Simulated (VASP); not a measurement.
# C (P2_1/m) in VASP: notebook

C is run at these levels: PBEsol; tasks: single point.

Everything below comes from runs of VASP 6.6.1. Logs are shortened: lines on timing, memory, paths and dates and some standing lists are left out, and cuts for length are marked.

### Step 1. The cell of the first run

It takes space group P2_1/m (No. 11, monoclinic). Conventional cell: a = 2.459 Å, b = 7.246 Å, c = 2.459 Å, α = 90.00°, β = 120.00°, γ = 90.00°. C (site symmetry m) has 3 C at 1.42 Å within 1.9 Å. Within 1.9 Å of C (site symmetry m) lie 3 C at 1.42 Å.

### Step 2. Single point, PBEsol (mode 4 frozen in at -0.142 Å and mode 5 at -0.000 Å (largest displacements))

Input file INCAR:

```
  ALGO = Normal
  EDIFF = 1E-6
  ENCUT = 520
  GGA = PS
  ISIF = 2
  ISMEAR = 0
  LASPH = T
  LCHARG = T
  LELF = T
  LREAL = F
  LVHAR = T
  LWAVE = F
  NBANDS = 16
  NELM = 100
  PREC = Accurate
  SIGMA = 0.15
```

Input file KPOINTS:

```
k-points
0
Gamma
  18 18 6
```

Input file POSCAR:

```
C
1.0
    2.4587330167      0.0000000000      0.0000000000
   -1.2293665084      2.1293252536      0.0000000000
    0.0000000000      0.0000000000      7.2458067263
C
4
Direct
   -0.0577479467      0.0000000000      0.0025000000
    0.0577479467      0.0000000000      0.5025000000
    0.2755800112      0.6666666667      0.0025000000
    0.7244199888      0.3333333333      0.5025000000
```

Potentials or basis: VASP PAW PBE potentials, release 64 (C).

Run with:

```sh
> cat potpaw_PBE.64/C/POTCAR > POTCAR
> mpirun -np 1 vasp_std > vasp.out
```

OUTCAR:

```text
EDIFF = 1E-6
   ENCUT = 520
   GGA = PS
   ISIF = 2
   ISMEAR = 0
   LASPH = T
   LREAL = F
   NELM = 100
   PREC = Accurate

 ion  position               nearest neighbor table
   1  0.942  0.000  0.002-   3 1.42   3 1.42   3 1.42
   2  0.058  0.000  0.502-   4 1.42   4 1.42   4 1.42
   3  0.276  0.667  0.002-   1 1.42   1 1.42   1 1.42
   4  0.724  0.333  0.502-   2 1.42   2 1.42   2 1.42

  LATTYP: Found a hexagonal cell.
 ALAT       =     2.4587330167
 C/A-ratio  =     2.9469676769

  Lattice vectors:

 A1 = (   2.4587330167,   0.0000000000,   0.0000000000)
 A2 = (  -1.2293665084,   2.1293252536,   0.0000000000)
 A3 = (   0.0000000000,   0.0000000000,   7.2458067263)

Analysis of symmetry for initial positions (statically):
=====================================================================
 Subroutine PRICEL returns:
 Original cell was already a primitive cell.

 Routine SETGRP: Setting up the symmetry group for a
 hexagonal supercell.

 Subroutine GETGRP returns: Found  4 space group operations
 (whereof  1 operations were pure point group operations)
 out of a pool of 24 trial point group operations.

The static configuration has the point symmetry C_1 .
 The point group associated with its full space group is C_2h.

Analysis of symmetry for dynamics (positions and initial velocities):
=====================================================================
 Subroutine PRICEL returns:
 Original cell was already a primitive cell.

 Routine SETGRP: Setting up the symmetry group for a
 hexagonal supercell.

 Subroutine GETGRP returns: Found  4 space group operations
 (whereof  1 operations were pure point group operations)
 out of a pool of 24 trial point group operations.

The dynamic configuration has the point symmetry C_1 .
 The point group associated with its full space group is C_2h.

 Subroutine INISYM returns: Found  4 space group operations
 (whereof  1 operations are pure point group operations),
 and found     1 'primitive' translations

----------------------------------------------------------------------------------------

                                     Primitive cell

  volume of cell :      37.9350

  direct lattice vectors                    reciprocal lattice vectors
     2.458733017  0.000000000  0.000000000     0.406713536  0.234816170  0.000000000
    -1.229366508  2.129325254  0.000000000     0.000000000  0.469632339  0.000000000
     0.000000000  0.000000000  7.245806726     0.000000000  0.000000000  0.138010858

  length of vectors
     2.458733017  2.458733017  7.245806726     0.469632339  0.469632339  0.138010858

  position of ions in fractional coordinates (direct lattice)
     0.942252053  0.000000000  0.002500000
     0.057747947  0.000000000  0.502500000
     0.275580011  0.666666667  0.002500000
     0.724419989  0.333333333  0.502500000

  ion indices of the primitive-cell ions
   primitive index   ion index
                 1           1
                 2           2
                 3           3
                 4           4

----------------------------------------------------------------------------------------

 KPOINTS: k-points

Automatic generation of k-mesh.
 Grid dimensions read from file:
 generate k-points for:   18   18    6

 Generating k-lattice:

  Cartesian coordinates                     Fractional coordinates (reciprocal lattice)
     0.022595196  0.013045343  0.000000000     0.055555556  0.000000000  0.000000000
     0.000000000  0.026090686  0.000000000     0.000000000  0.055555556  0.000000000
     0.000000000  0.000000000  0.023001810     0.000000000  0.000000000  0.166666667

  Length of vectors
     0.026090686  0.026090686  0.023001810

  Shift w.r.t. Gamma in fractional coordinates (k-lattice)
     0.000000000  0.000000000  0.000000000

 Subroutine IBZKPT returns following result:
 ===========================================

 Found    656 irreducible k-points:

 Following reciprocal coordinates:
            Coordinates               Weight
  0.000000  0.000000  0.000000      1.000000
  0.055556  0.000000  0.000000      2.000000
  0.000000  0.055556  0.000000      2.000000
 -0.055556  0.055556  0.000000      2.000000
  0.111111  0.000000  0.000000      2.000000
  0.000000  0.111111  0.000000      2.000000
[... 16 lines left out ...]
  0.444444  0.000000  0.000000      2.000000
  0.000000  0.444444  0.000000      2.000000
 [... further k-points ...]
   k-points           NKPTS =    656   k-points in BZ     NKDIM =    656   number of bands    NBANDS=     16
   number of dos      NEDOS =    301   number of ions     NIONS =      4
   total plane-waves  NPLWV =  17496
   dimension x,y,z NGX =    18 NGY =   18 NGZ =   54
   dimension x,y,z NGXF=    36 NGYF=   36 NGZF=  108
   ions per type =               4
   NGX,Y,Z   is equivalent  to a cutoff of  12.17, 12.17, 12.39 a.u.
   NGXF,Y,Z  is equivalent  to a cutoff of  24.34, 24.34, 24.78 a.u.
 SYSTEM =  unknown system
   PREC   = accura    normal or accurate (medium, high low for compatibility)
   ISTART =      0    job   : 0-new  1-cont  2-samecut
   ICHARG =      2    charge: 1-file 2-atom 10-const
   ISPIN  =      1    spin polarized calculation?
   LNONCOLLINEAR =      F non collinear calculations
   LSORBIT =      F    spin-orbit coupling
   LASPH  =      T    aspherical Exc in radial PAW
   ENCUT  =  520.0 eV  38.22 Ry    6.18 a.u.   4.57  4.57 13.47*2*pi/ulx,y,z
   NELM   =    100;   NELMIN=  2; NELMDL= -5     # of ELM steps
   EDIFF  = 0.1E-05   stopping-criterion for ELM
   LREAL  =      F    real-space projection
   EDIFFG = 0.1E-04   stopping-criterion for IOM
   NSW    =      0    number of steps for IOM
   IBRION =     -1    ionic relax: 0-MD 1-quasi-New 2-CG
   NFREE  =      0    steps in history (QN), initial steepest desc. (CG)
   ISIF   =      2    stress and relaxation
   ISYM   =      2    0-nonsym 1-usesym 2-fastsym
   POTIM  = 0.5000    time-step for ionic-motion
   TEBEG  =    0.0;   TEEND  =   0.0 temperature during run
   PSTRESS=    0.0 pullay stress
   NELECT =      16.0000    total number of electrons
   NUPDOWN=      -1.0000    fix difference up-down
   EMIN   =  10.00;   EMAX   =-10.00  energy-range for DOS
   EFERMI =   0.00;   METHOD = LEGACY
   ISMEAR =     0;   SIGMA  =   0.15  broadening in eV -4-tet -1-fermi 0-gaus
   EFERMI_NEDOS =   21; number of points for ismear=-14 and -15
   IALGO  =     38    algorithm
   IMIX   =      4    mixing-type and parameters
     AMIX     =   0.40;   BMIX     =  1.00
     AMIX_MAG =   1.60;   BMIX_MAG =  1.00
  volume/ion in A,a.u.               =       9.48        64.00
  Fermi-wavevector in a.u.,A,eV,Ry     =   1.227726  2.320066 20.508213  1.507311
  Thomas-Fermi vector in A             =   2.362678
   LORBIT       =      0    0 simple, 1 ext, 2 COOP (PROOUT), +10 PAW based schemes
   GGA     = PS    functional components
   LHFCALC =     F    Hartree Fock is set to
   AEXX    =    0.0000 exact exchange contribution
   IVDW    =     0    specifies the selected vdW correction
   LEPSILON=     F    determine dielectric tensor
   LRPA    =     F    only Hartree local field effects (RPA)
 non-spin polarized calculation
 Gauss-broadening in eV      SIGMA  =   0.15
  energy-cutoff  :      520.00
  volume of cell :       37.94
 maximum number of plane-waves:      1046
   NGX =  9   NGY =  9   NGZ = 27

 number of electron      15.9999996 magnetization

 Free energy of the ion-electron system (eV)
  ---------------------------------------------------
  ext. energy  EPLUGINS =         0.00000000
  ---------------------------------------------------
  free energy    TOTEN  =       -38.57876781 eV

  energy without entropy =      -38.57770020  energy(sigma->0) =      -38.57823401

 E-fermi :   3.9981     XC(G=0): -10.0180

 val. band max:        3.9957147469   @ k =   0.3333   0.3333   0.5000
 cond. band min:       4.0038400827   @ k =   0.3333   0.3333   0.5000
 fundamental gap:      0.0081253358
 Fermi energy:         3.9980657850

 k-point     1 :       0.0000    0.0000    0.0000
  band No.  band energies     occupation
      1     -15.6211      2.00000
      2     -15.4556      2.00000
      3      -4.3367      2.00000
      4      -2.9995      2.00000
      5       1.0078      2.00000
      6       1.0133      2.00000
[... 8 lines left out ...]
     15      15.5238      0.00000
     16      15.6176      0.00000

 k-point     2 :       0.0556    0.0000    0.0000
  band No.  band energies     occupation
      1     -15.5473      2.00000
      2     -15.3826      2.00000
      3      -4.2469      2.00000
      4      -2.9138      2.00000
      5       0.7111      2.00000
      6       0.7197      2.00000
[... 8 lines left out ...]
     15      15.2654      0.00000
     16      15.3602      0.00000

 k-point     3 :       0.0000    0.0556    0.0000
  band No.  band energies     occupation
      1     -15.5473      2.00000
      2     -15.3826      2.00000
      3      -4.2469      2.00000
      4      -2.9139      2.00000
      5       0.7097      2.00000
      6       0.7211      2.00000
[... 8 lines left out ...]
     15      15.2596      0.00000
     16      15.3660      0.00000

 k-point     4 :      -0.0556    0.0556    0.0000
  band No.  band energies     occupation
      1     -15.5473      2.00000
      2     -15.3826      2.00000
      3      -4.2469      2.00000
      4      -2.9139      2.00000
      5       0.7084      2.00000
      6       0.7222      2.00000
[... 8 lines left out ...]
     15      15.2533      0.00000
     16      15.3725      0.00000

 k-point     5 :       0.1111    0.0000    0.0000
  band No.  band energies     occupation
      1     -15.3264      2.00000
      2     -15.1640      2.00000
      3      -3.9784      2.00000
      4      -2.6578      2.00000
      5      -0.1141      2.00000
      6      -0.0957      2.00000
[... 8 lines left out ...]
     15      14.5212      0.00000
     16      14.6374      0.00000

 k-point     6 :       0.0000    0.1111    0.0000
  band No.  band energies     occupation
      1     -15.3263      2.00000
      2     -15.1641      2.00000
      3      -3.9782      2.00000
      4      -2.6580      2.00000
      5      -0.1150      2.00000
      6      -0.0948      2.00000
[... 8 lines left out ...]
     15      14.5030      0.00000
     16      14.6550      0.00000

 k-point     7 :      -0.1111    0.1111    0.0000
  band No.  band energies     occupation
      1     -15.3264      2.00000
      2     -15.1641      2.00000
      3      -3.9781      2.00000
      4      -2.6582      2.00000
      5      -0.1158      2.00000
      6      -0.0942      2.00000
[... 8 lines left out ...]
     15      14.4876      0.00000
     16      14.6705      0.00000

 k-point     8 :       0.1667    0.0000    0.0000
  band No.  band energies     occupation
      1     -14.9592      2.00000
      2     -14.8009      2.00000
      3      -3.5339      2.00000
      4      -2.2351      2.00000
      5      -1.2990      2.00000
      6      -1.2690      2.00000
[... 8 lines left out ...]
     15      14.9085      0.00000
     16      14.9437      0.00000

 k-point     9 :       0.0000    0.1667    0.0000
  band No.  band energies     occupation
      1     -14.9592      2.00000
      2     -14.8009      2.00000
      3      -3.5334      2.00000
      4      -2.2357      2.00000
      5      -1.2996      2.00000
      6      -1.2683      2.00000
[... 8 lines left out ...]
     15      14.9165      0.00000
     16      14.9354      0.00000
[... 172 lines left out ...]
 k-point    19 :      -0.3333    0.3333    0.0000
  band No.  band energies     occupation
      1     -13.0056      2.00000
      2     -12.8686      2.00000
      3      -5.6453      2.00000
      4      -5.5760      2.00000
      5      -1.7790      2.00000
      6      -1.7566      2.00000
[... 8 lines left out ...]
     15      18.9910      0.00000
     16      20.3625      0.00000

 k-point    20 :       0.3889   -0.0000    0.0000
  band No.  band energies     occupation
      1     -12.0892      2.00000
      2     -11.9608      2.00000
      3      -7.0836      2.00000
      4      -7.0035      2.00000
      5      -2.1314      2.00000
      6      -2.1079      2.00000
[... 8 lines left out ...]
     15      17.9044      0.00000
     16      20.1855      0.00000

 k-point    21 :       0.0000    0.3889    0.0000
  band No.  band energies     occupation
      1     -12.0888      2.00000
      2     -11.9613      2.00000
      3      -7.0838      2.00000
      4      -7.0032      2.00000
      5      -2.1290      2.00000
      6      -2.1103      2.00000
[... 8 lines left out ...]
     15      17.9007      0.00000
     16      19.8297      0.00000

 k-point    22 :      -0.3889    0.3889    0.0000
  band No.  band energies     occupation
      1     -12.0884      2.00000
      2     -11.9617      2.00000
      3      -7.0839      2.00000
      4      -7.0030      2.00000
      5      -2.1312      2.00000
      6      -2.1080      2.00000
[... 8 lines left out ...]
     15      17.8990      0.00000
     16      19.6557      0.00000

 k-point    23 :       0.4444    0.0000    0.0000
  band No.  band energies     occupation
      1     -11.0709      2.00000
      2     -10.9538      2.00000
      3      -8.4229      2.00000
      4      -8.3335      2.00000
      5      -2.3483      2.00000
      6      -2.3245      2.00000
[... 8 lines left out ...]
     15      16.8867      0.00000
     16      19.3766      0.00000

 k-point    24 :       0.0000    0.4444    0.0000
  band No.  band energies     occupation
      1     -11.0694      2.00000
      2     -10.9556      2.00000
      3      -8.4224      2.00000
      4      -8.3338      2.00000
      5      -2.3459      2.00000
      6      -2.3269      2.00000
[... 8 lines left out ...]
     15      16.9499      0.00000
     16      18.9619      0.00000

 [... further k-points ...]
[... 5 lines left out ...]
  --------------------------------------------------------------------------------------
  -------------------------------------------------------------------------------------
  Total        0.2438231      0.2465399      0.0000744     -0.0124160      0.0000000      0.0000000
  in kB       10.2978197     10.4125656      0.0031441     -0.5243859      0.0000000      0.0000000
  external PRESSURE =       6.9045098 kB  Pullay stress =       0.0000000 kB

 VOLUME and BASIS-vectors are now :
 -----------------------------------------------------------------------------
  energy-cutoff  :      520.00
  volume of cell :       37.94
      direct lattice vectors                 reciprocal lattice vectors
     2.458733017  0.000000000  0.000000000     0.406713536  0.234816170  0.000000000
    -1.229366508  2.129325254  0.000000000     0.000000000  0.469632339  0.000000000
     0.000000000  0.000000000  7.245806726     0.000000000  0.000000000  0.138010858

 POSITION                                       TOTAL-FORCE (eV/Angst)
 -----------------------------------------------------------------------------------
      2.31675      0.00000      0.01811         0.003554     -0.000910      0.000000
      0.14199      0.00000      3.64102        -0.003554      0.000910      0.000000
     -0.14200      1.41955      0.01811         0.003279     -0.001489      0.000000
      1.37137      0.70978      3.64102        -0.003279      0.001489      0.000000
 -----------------------------------------------------------------------------------
    total drift:                               -0.000000     -0.000000     -0.000007

  FREE ENERGIE OF THE ION-ELECTRON SYSTEM (eV)
  ---------------------------------------------------
  free  energy   TOTEN  =       -38.5787678099 eV

  energy  without entropy=      -38.5777002034  energy(sigma->0) =      -38.57823401
```

Wall time 2.1 min (1 thread of Intel Xeon 6975P-C (Granite Rapids), shared host); peak memory 0.37 GiB.

Results:

* Free energy: -38.5788 eV
* Pressure: 0.7 GPa
* Largest force: 0.004 eV/Å

Forces on the atoms (eV/Å):
```
C    0.004 -0.001  0.000
C   -0.004  0.001  0.000
C    0.003 -0.001  0.000
C   -0.003  0.001  0.000
```

Stress tensor (GPa, compression positive):
```
 1.03 -0.05  0.00
-0.05  1.04  0.00
 0.00  0.00  0.00
```

Caveat: the cell differs from its parent crystal (mode 4 frozen in at -0.142 Å and mode 5 at -0.000 Å (largest displacements)); the PAW data sets were made with another functional, which shifts forces and pressure a little; this functional lacks dispersion, which binds the layers, so the pressure and a relaxed spacing across them are unreliable.

### Step 3. Single point, PBEsol (mode 4 frozen in at -0.284 Å and mode 5 at +0.284 Å (largest displacements))

Input file INCAR:

```
PREC = Accurate
ENCUT = 520
EDIFF = 1E-6
ISMEAR = 0
SIGMA = 0.15
LREAL = F
LASPH = T
NELM = 80
ALGO = Normal
ISIF = 2
LWAVE = F
LCHARG = F
GGA = PS
NBANDS = 16
```

Input file KPOINTS:

```
Automatic mesh
0
Gamma
  18 18 6
```

Input file POSCAR:

```
C
1.0
    2.4587330167      0.0000000000      0.0000000000
   -1.2293665084      2.1293252536      0.0000000000
    0.0000000000      0.0000000000      7.2458067263
C
4
Direct
   -0.0488143083      0.1333631704      0.0025000000
    0.0488143083     -0.1333631704      0.5025000000
    0.2845144812      0.8000422510      0.0025000000
    0.7154855188      0.1999577490      0.5025000000
```

Potentials or basis: VASP PAW PBE potentials, release 64 (C).

Run with:

```sh
> cat potpaw_PBE.64/C/POTCAR > POTCAR
> mpirun -np 1 vasp_std > vasp.out
```

Wall time 2.1 min (1 thread of Intel Xeon 6975P-C (Granite Rapids), shared host); peak memory 0.37 GiB.

The run converged. Its results:

| Quantity | Value |
| --- | --- |
| Free energy | -38.5706 eV |
| Pressure | 0.8 GPa |
| Largest force | 0.012 eV/Å |

Forces in eV/Å, atoms in the order of the input:
```
C    0.010 -0.003  0.000
C   -0.010  0.003  0.000
C    0.012 -0.002  0.000
C   -0.012  0.002  0.000
```

Stress tensor (GPa, compression positive):
```
 0.99 -0.02  0.00
-0.02  0.90  0.00
 0.00  0.00  0.46
```

Levels at points of the mesh, in eV from the Fermi level:
```tsv
k point	band 6	band 7	band 8	band 9	band 10	band 11
(0.00, 0.00, 0.00)	-2.99	-2.98	-2.98	3.52	8.34	8.36
(0.50, 0.00, 0.00)	-6.40	-2.72	-2.05	1.27	2.15	7.40
(0.00, 0.50, 0.00)	-6.41	-2.81	-1.91	1.11	2.25	7.43
(0.50, 0.50, 0.00)	-6.40	-2.66	-2.14	1.37	2.09	7.35
(0.00, 0.00, 0.50)	-2.98	-2.98	-2.98	5.63	5.63	8.36
(0.50, 0.00, 0.50)	-6.41	-2.38	-2.38	1.63	1.63	7.44
(0.00, 0.50, 0.50)	-6.41	-2.38	-2.38	1.63	1.63	7.44
(0.50, 0.50, 0.50)	-6.41	-2.38	-2.38	1.63	1.63	7.44
```

Caveat: the cell differs from its parent crystal (mode 4 frozen in at -0.284 Å and mode 5 at +0.284 Å (largest displacements)); the PAW data sets were made with another functional, which shifts forces and pressure a little; this functional lacks dispersion, which binds the layers, so the pressure and a relaxed spacing across them are unreliable.

[end of part 1 of 2]
